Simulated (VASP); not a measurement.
Here is a VASP 6.6.1 calculation.

The input INCAR:

```
SYSTEM = AlNi
ALGO     = Normal         ! electronic algorithm
EDIFF    = 1E-6           ! SCF threshold, eV
ENCUT    = 600            ! plane-wave cutoff, eV
GGA      = PS             ! functional
GGA_COMPAT= .False.      
ISIF     = 2              ! what is computed and relaxed
ISMEAR   = 0              ! smearing method
LASPH    = .True.         ! aspherical terms in the spheres
LCHARG   = .False.        ! write CHGCAR
LREAL    = .False.        ! projectors in reciprocal space
LWAVE    = .False.        ! write WAVECAR
NBANDS   = 14             ! bands
NELM     = 120            ! most SCF steps
PREC     = Accurate       ! precision mode
SIGMA    = 0.15           ! smearing width, eV
```

The input KPOINTS:

```
k-points
0
Gamma
  20 20 20
  0 0 0
```

File POSCAR:

```
AlNi
1.0
    2.8621655520      0.0000000000      0.0000000000
    0.0000000000      2.8621655520      0.0000000000
    0.0000000000      0.0000000000      2.9337196908
Al Ni
1 1
Direct
    0.0000000000      0.0000000000      0.0000000000
    0.5000000000      0.5000000000      0.5000000000
```

Potentials or basis: VASP PAW PBE potentials, release 64 (Al, Ni).

Launch:

```sh
$ cat potpaw_PBE.64/Al/POTCAR potpaw_PBE.64/Ni/POTCAR > POTCAR
$ mpirun -np 1 vasp_std > vasp.out
```

Problem. Estimate the band gap on the k mesh.

Solution. Zero (an odd number of electrons rules out a gap without spin polarisation).

Problem. Estimate the pressure.

Solution. -3.9 GPa.

Stress tensor (GPa, compression positive):
```
-3.38  0.00  0.00
 0.00 -3.38  0.00
 0.00  0.00 -5.04
```

Caveat: the cell differs from its parent crystal (strain +0.000 along x and y, +0.025 along z); the cell stands under tension; the PAW data sets were made with another functional, which shifts forces and pressure a little. Spin polarisation is off, so any magnetic state and its effect on volume and gap are missing.
